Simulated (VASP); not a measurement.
MoW3: single point with PBE

Crystal: MoW3.

```
CELL_PARAMETERS angstrom
0.00000 3.18019 3.18019
3.18019 0.00000 3.18019
3.18019 3.18019 0.00000
ATOMIC_POSITIONS crystal
Mo 0.50000 0.50000 0.50000
W 0.75000 0.75000 0.75000
W 0.25000 0.25000 0.25000
W 0.00000 0.00000 0.00000
```

The cell was built from a structure type or drawn by symmetry, and may not be a known phase.

```yaml
Program: VASP 6.6.1
Task: single point
Functional: PBE
Potentials_or_basis: VASP PAW PBE potentials, release 64 (Mo_sv, W_sv)
Cutoff: 520 eV
k_mesh: 6 × 6 × 6
Occupations: gaussian, width 0.1 eV
Spin: no spin polarisation
```

```yaml
Pressure: 0.2 GPa
Band_gap_on_the_k_mesh: zero (bands 28 and 29 overlap by 0.43 eV)
```

Levels at points of the mesh, in eV from the Fermi level:
```csv
k point,band 24,band 25,band 26,band 27,band 28,band 29,band 30,band 31,band 32,band 33
"(0.00, 0.00, 0.00)",-2.76,-2.76,-1.21,-1.21,-1.21,1.97,1.97,2.95,2.95,3.25
"(0.50, 0.00, 0.00)",-2.99,-2.82,-2.82,-2.77,-2.77,1.91,1.91,2.36,2.36,2.44
"(0.50, 0.50, 0.00)",-2.64,-0.59,-0.59,-0.44,-0.44,0.89,0.89,1.05,1.38,1.83
```

Run time: 26 s on 1 thread of Intel(R) Xeon(R) 6975P-C (Granite Rapids), with other jobs on the host, peak memory 0.21 GiB.

Caveat: spin-orbit coupling is left out, which moves the levels of the heavy elements.
